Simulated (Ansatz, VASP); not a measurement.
**TaN in VASP and in Ansatz**

INCAR

```
SYSTEM = TaN
PREC = Accurate
ENCUT = 520
EDIFF = 1E-7
ISMEAR = 0
SIGMA = 0.15
LREAL = .False.
LASPH = .True.
NELM = 100
ALGO = Normal
ISIF = 2
LWAVE = .False.
LCHARG = .True.
GGA = PE
LELF = .True.
LVHAR = .True.
NBANDS = 15
```

KPOINTS

```
regular mesh
0
Gamma
  18 18 18
  0 0 0
```

Contents of POSCAR:

```
TaN
1.0
    0.0000000000      2.2596716781      2.1049934145
    2.2596716781      0.0000000000      2.1049934145
    2.2596716781      2.2596716781      0.0000000000
Ta N
1 1
Direct
    0.4952498232      0.5047501768      0.5047501768
    0.0613646338     -0.0613646338     -0.0613646338
```

Input for Ansatz:

```yaml
crystal:
  lattice:
    - [0.0, 2.2596716781, 2.1049934145]
    - [2.2596716781, 0.0, 2.1049934145]
    - [2.2596716781, 2.2596716781, 0.0]
  atoms:
    - { symbol: Ta, position: [0.4952498232, 0.5047501768, 0.5047501768] }
    - { symbol: "N", position: [0.0613646338, -0.0613646338, -0.0613646338] }
basis:
  ecutwfc: 520.0
kpoints:
  mp_grid: { grid: [18, 18, 18] }
hamiltonian:
  xc: pbe
  pseudopotentials: { kind: paw, azcp: { folder: soft_1 } }
scf:
  occupations: { method: gaussian, width: 0.15 }
output:
  forces: true
  stress: true
  eigenvalues: true
```

Change from the starting cell: mode 4 frozen in at -0.271 Å, strain +e along z and -e/2 along x and y -0.0467.

Alike in both runs: task single point; functional PBE; k mesh 18 × 18 × 18; occupations gaussian, width 0.15 eV; no spin polarisation.

|  | VASP | Ansatz |
| --- | --- | --- |
| version | VASP 6.6.1 | Ansatz 0.2.0 |
| potentials or method | VASP PAW PBE potentials, release 64 (Ta_pv, N), cutoff 520 eV | scalar-relativistic, plane waves, PAW |
| valence electrons in the cell | 16 | 18 |

|  | VASP | Ansatz | Ansatz less VASP |
| --- | --- | --- | --- |
| gap on the k mesh at the Fermi level (eV) | none | none | - |
| pressure (GPa) | 17.5 | 16.4 | -1.16 |
| traceless stress, the component that is largest in VASP (GPa) | -25.88 | -25.51 | +0.372 |
| rms of the force components (eV/Å) | 1.387 | 1.367 | -0.0194 |

Atom by atom the forces differ by 0.019 eV/Å (rms over components). A gap of «none» marks a metal or a gap that the smearing closes. VASP's potentials hold 16 valence electrons a cell and Ansatz's 18, so a difference there can come from the potentials and not from the codes.

Neither program's run includes spin-orbit coupling.
